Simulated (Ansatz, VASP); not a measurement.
# Ru3Pt: VASP beside Ansatz

```
Ru Pt
1.0
     4.78595    0.00000    0.00000
     0.00000    4.78595    0.00000
     0.00000    0.00000    4.78595
Ru Pt
6 2
Direct
  0.25000 0.00000 0.50000
  0.75000 0.00000 0.50000
  0.50000 0.25000 0.00000
  0.50000 0.75000 0.00000
  0.00000 0.50000 0.25000
  0.00000 0.50000 0.75000
  0.00000 0.00000 0.00000
  0.50000 0.50000 0.50000
```

Alike in both runs: task relaxation of cell and atoms; functional PBE; k mesh 4 × 4 × 4; occupations gaussian, width 0.1 eV; no spin polarisation.

|  | VASP | Ansatz |
| --- | --- | --- |
| version | VASP 6.6.1 | Ansatz 0.2.0 |
| potentials or method | VASP PAW PBE potentials, release 64 (Ru_pv, Pt), cutoff 600 eV | scalar-relativistic, plane waves, PAW |
| valence electrons in the cell | 104 | 132 |

|  | VASP | Ansatz | Ansatz less VASP |
| --- | --- | --- | --- |
| gap on the k mesh at the Fermi level, each at its own relaxed structure (eV) | none | none | - |
| relaxed volume (Å³/atom) | 14.60 | 14.60 | +0.007 |
| relaxed length of the cell vector where the two differ most in proportion (Å) | 4.888 | 4.888 | +0.0008 |

A gap of «none» marks a metal or a gap that the smearing closes. VASP's potentials hold 104 valence electrons a cell and Ansatz's 132, so a difference there can come from the potentials and not from the codes.

Neither program's run includes spin-orbit coupling.
